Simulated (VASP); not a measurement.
SnRu2:

```
CELL_PARAMETERS angstrom
-1.71876 1.71876 4.21633
1.71876 -1.71876 4.21633
1.71876 1.71876 -4.21633
ATOMIC_POSITIONS crystal
Sn 0.00000 0.00000 0.00000
Ru 0.66500 0.66500 0.00000
Ru 0.33500 0.33500 0.00000
```

| Property | Result |
| --- | --- |
| Program | VASP 6.6.1 |
| Task | relaxation of cell and atoms |
| Functional | PBE |
| Potentials or basis | VASP PAW PBE potentials, release 64 (Sn_d, Ru_pv) |
| Cutoff | 600 eV |
| k mesh | 8 × 8 × 8 |
| Occupations | gaussian, width 0.1 eV |
| Spin | no spin polarisation |

At the start: pressure -4.3 GPa; volume 16.61 Å³/atom.

Question: How do energy, volume and symmetry change on relaxing?

Answer: Over 32 steps the energy falls by 197.7 meV/atom and the volume is 16.10 Å³/atom (-3.1 %); space group I4/mmm (No. 139, to 0.05 Å).

The path:
| step | energy change (eV) | largest force (eV/Å) | pressure (GPa) | volume (Å³) |
| --- | --- | --- | --- | --- |
| 1 | 0.0000 | 0.1270 | -4.27 | 49.82 |
| 2 | 0.0254 | 0.0532 | 8.73 | 46.70 |
| 3 | -0.0192 | 0.1073 | 0.43 | 48.55 |
| 4 | -0.0306 | 0.0056 | 0.45 | 48.45 |
| 5 | -0.0575 | 0.3923 | 0.99 | 48.12 |
| 6 | -0.0817 | 1.1000 | 4.47 | 47.23 |
| 7 | -0.2177 | 1.1099 | 19.49 | 44.71 |
| 8 | 5.3223 | 10.3248 | 143.53 | 37.29 |
| 9 | -0.1559 | 1.6343 | 23.62 | 44.36 |
| 10 | -0.1159 | 1.9449 | 27.37 | 43.93 |
| 11 | -0.1162 | 1.9482 | 27.37 | 43.93 |
| 12 | -0.1169 | 1.9585 | 27.41 | 43.93 |
| 13 | -0.1183 | 1.9805 | 27.50 | 43.93 |
| 14 | -0.1205 | 2.0220 | 27.70 | 43.92 |
| 15 | -0.1220 | 2.1111 | 28.09 | 43.90 |
| 16 | -0.1252 | 2.1028 | 27.99 | 43.92 |
| 17 | -0.1347 | 2.0814 | 27.60 | 43.96 |
| 18 | -0.1534 | 2.0405 | 26.92 | 44.05 |
| 19 | -0.1894 | 1.9589 | 25.47 | 44.24 |
| 20 | -0.2561 | 1.8002 | 22.71 | 44.61 |
| 21 | -0.3691 | 1.4973 | 17.56 | 45.36 |
| 22 | -0.5198 | 0.9486 | 8.48 | 46.88 |
| 23 | -0.5612 | 0.0480 | -5.58 | 49.99 |
| 24 | -0.5823 | 0.3400 | -1.18 | 48.88 |
| 25 | -0.5824 | 0.3681 | -0.75 | 48.77 |
| 26 | -0.5834 | 0.3502 | -0.64 | 48.75 |
| 27 | -0.5862 | 0.3038 | -0.55 | 48.67 |
| 28 | -0.5904 | 0.2100 | -0.19 | 48.51 |
| 29 | -0.5929 | 0.0067 | 0.47 | 48.19 |
| 30 | -0.5930 | 0.0540 | 0.33 | 48.25 |
| 31 | -0.5930 | 0.0412 | 0.34 | 48.24 |
| 32 | -0.5932 | 0.0185 | 0.00 | 48.30 |

Final structure:
```xyz
3
Lattice="-1.4573 1.4573 5.6859 1.4573 -1.4573 5.6859 1.4573 1.4573 -5.6859" Properties=species:S:1:pos:R:3 pbc="T T T"
Sn    0.0000    0.0000    0.0000
Ru    0.0000    0.0000    7.7154
Ru    0.0000    0.0000    3.6565
```
